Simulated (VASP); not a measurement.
Wanted: the native input for a VASP 6.6.1 run.

* Task: electric field gradients
* Functional: PBE
* Potentials or basis: VASP PAW PBE potentials, release 64 (Be)
* Cutoff: 520 eV
* k mesh: 9 × 9 × 14
* Occupations: fermi-dirac, width 0.05 eV
* Spin: no spin polarisation
* Dipole correction: no
* Further INCAR settings: ALGO = Normal; EDIFF = 1e-08; NBANDS = 12

The structure of Be lies in POSCAR:

```
Be
1.0
    3.7592619785      0.0000000000      0.0000000000
    0.0000000000      3.7592619785      0.0000000000
    0.0000000000      0.0000000000      2.2888590590
Be
4
Direct
    0.2974080000      0.2974080000      0.0000000000
    0.7025920000      0.7025920000      0.0000000000
    0.2025920000      0.7974080000      0.5000000000
    0.7974080000      0.2025920000      0.5000000000
```

This cell differs from its parent crystal: volume scaled by 1.01.

The input as run:

INCAR

```
PREC = Accurate
ENCUT = 520
EDIFF = 1E-8
ISMEAR = -1
SIGMA = 0.05
LREAL = F
LASPH = T
NELM = 60
ALGO = Normal
ISIF = 2
LWAVE = F
LCHARG = F
GGA = PE
LEFG = T
NBANDS = 12
```

KPOINTS

```
Automatic mesh
0
Gamma
  9 9 14
```

Potentials or basis: VASP PAW PBE potentials, release 64 (Be).

Launch:

```console
$ cat potpaw_PBE.64/Be/POTCAR > POTCAR
$ mpirun -np 1 vasp_std > vasp.out
```

Results of the run:

```json
{"Pressure": "-1.0 GPa", "Largest force": "0.010 eV/Å", "Band gap on the k mesh": "zero (band 4 reaches 7.73 eV, above the bottom of band 5 at 5.69 eV)"}
```

Caveat: without QUAD_EFG the Cq values of the log hold for a quadrupole moment of 1 mb, not for the nuclei.

It took 27 s on 1 thread of Intel(R) Xeon(R) Platinum 8259CL CPU @ 2.50GHz (Skylake/Cascade Lake), with other jobs on the host, peak memory 0.15 GiB.
